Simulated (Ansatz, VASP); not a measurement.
MgS in VASP and in Ansatz

POSCAR

```
MgS
1.0
    0.0000000000      2.4975840000      2.6016500000
    2.4975840000      0.0000000000      2.6016500000
    2.4975840000      2.4975840000      0.0000000000
Mg S
1 1
Direct
    0.0000000000      0.0000000000      0.0000000000
    0.5000000000      0.5000000000      0.5000000000
```

The input INCAR.step1:

```
ALGO = Normal
EDIFF = 1E-4
ENCUT = 520
GGA = PE
ISMEAR = 0
LASPH = True
LCHARG = False
LREAL = False
LWAVE = True
NBANDS = 11
NELM = 80
PREC = Accurate
SIGMA = 0.05
```

File INCAR.step2:

```
ALGO = Normal
EDIFF = 1E-6
ENCUT = 520
ISIF = 2
ISMEAR = 0
ISTART = 1
LASPH = True
LCHARG = False
LMIXTAU = True
LREAL = False
LWAVE = False
METAGGA = R2SCAN
NBANDS = 11
NELM = 80
PREC = Accurate
SIGMA = 0.05
```

The input KPOINTS:

```
k-points
0
Gamma
  8 8 8
```

Input for Ansatz:

```yaml
crystal:
  lattice:
    - [0.0, 2.497584, 2.60165]
    - [2.497584, 0.0, 2.60165]
    - [2.497584, 2.497584, 0.0]
  atoms:
    - { symbol: Mg, position: [0.0, 0.0, 0.0] }
    - { symbol: S, position: [0.5, 0.5, 0.5] }
basis:
  ecutwfc: 500
kpoints:
  mp_grid: { grid: [8, 8, 8] }
hamiltonian:
  xc: r2scan
scf:
  occupations: { method: gaussian, width: 0.05 }
output:
  forces: true
  stress: true
  eigenvalues: true
```

Change from the starting cell: strain -0.040 along x and y, +0.000 along z, atoms carried along.

Alike in both runs: task single point; functional r2SCAN; k mesh 8 × 8 × 8; occupations gaussian, width 0.05 eV; no spin polarisation.

|  | VASP | Ansatz |
| --- | --- | --- |
| version | VASP 6.6.1 | Ansatz 0.2.0 |
| potentials or method | VASP PAW PBE potentials, release 64 (Mg, S), cutoff 520 eV | scalar-relativistic, plane waves, PAW |
| valence electrons in the cell | 8 | 16 |

Ansatz gave:

| Property | Result |
| --- | --- |
| gap on the k mesh at the Fermi level (eV) | 3.46 |
| least direct gap on the mesh (eV) | 5.25 |
| pressure (GPa) | 8.0 |
| traceless stress, the component that is largest in VASP (GPa) | -4.24 |

Task: What did VASP give for the same quantities?

Result: gap on the k mesh at the Fermi level (eV): 3.43; least direct gap on the mesh (eV): 5.23; pressure (GPa): 7.5; traceless stress, the component that is largest in VASP (GPa): -4.20.

VASP's potentials were made for PBE, not for r2SCAN. With one functional, cell and mesh, what is left measures potentials, basis and numerics. VASP's potentials hold 8 valence electrons a cell and Ansatz's 16, so a difference there can come from the potentials and not from the codes.
